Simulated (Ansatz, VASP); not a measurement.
**Ca: VASP beside Ansatz**

File INCAR:

```
ALGO = Fast
EDIFF = 1E-6
ENCUT = 520
GGA = PS
ISIF = 2
ISMEAR = 0
LASPH = True
LCHARG = False
LREAL = False
LWAVE = False
NBANDS = 17
NELM = 60
PREC = Accurate
SIGMA = 0.1
```

KPOINTS

```
k-points
0
Gamma
  8 8 6
```

File POSCAR:

```
Ca
1.0
    1.9878187586     -3.4190848339     -0.0145372383
    1.9343703722      3.3880549926      0.0336219715
    0.0315086931      0.0461602981      6.4572989861
Ca
2
Direct
    0.8297857549      0.1571558904      0.2517191276
    0.1718631564      0.8350194344      0.7524883686
```

Input for Ansatz:

```yaml
crystal:
  lattice:
    - [1.9878187586, -3.4190848339, -0.0145372383]
    - [1.9343703722, 3.3880549926, 0.0336219715]
    - [0.0315086931, 0.0461602981, 6.4572989861]
  atoms:
    - { symbol: Ca, position: [0.8297857549, 0.1571558904, 0.2517191276] }
    - { symbol: Ca, position: [0.1718631564, 0.8350194344, 0.7524883686] }
basis:
  ecutwfc: 600
kpoints:
  mp_grid: { grid: [8, 8, 6] }
hamiltonian:
  xc: pbesol
scf:
  occupations: { method: gaussian, width: 0.1 }
output:
  forces: true
  stress: true
  eigenvalues: true
```

Change from the starting cell: ecut displaced: 600 eV.

Alike in both runs: task single point; functional PBEsol; k mesh 8 × 8 × 6; occupations gaussian, width 0.1 eV; no spin polarisation.

|  | VASP | Ansatz |
| --- | --- | --- |
| version | VASP 6.6.1 | Ansatz 0.2.0 |
| potentials or method | VASP PAW PBE potentials, release 64 (Ca_sv), cutoff 520 eV | scalar-relativistic, plane waves, PAW |
| valence electrons in the cell | 20 | 20 |

|  | VASP | Ansatz | Ansatz less VASP |
| --- | --- | --- | --- |
| gap on the k mesh at the Fermi level (eV) | none | none | - |
| pressure (GPa) | -0.9 | -0.9 | -0.01 |
| traceless stress, the component that is largest in VASP (GPa) | 0.16 | 0.16 | 0.000 |
| rms of the force components (eV/Å) | 0.004 | 0.004 | 0.0000 |

VASP's potentials were made for PBE, not for PBEsol. Atom by atom the forces differ by 0.000 eV/Å (rms over components). A gap of «none» marks a metal or a gap that the smearing closes.
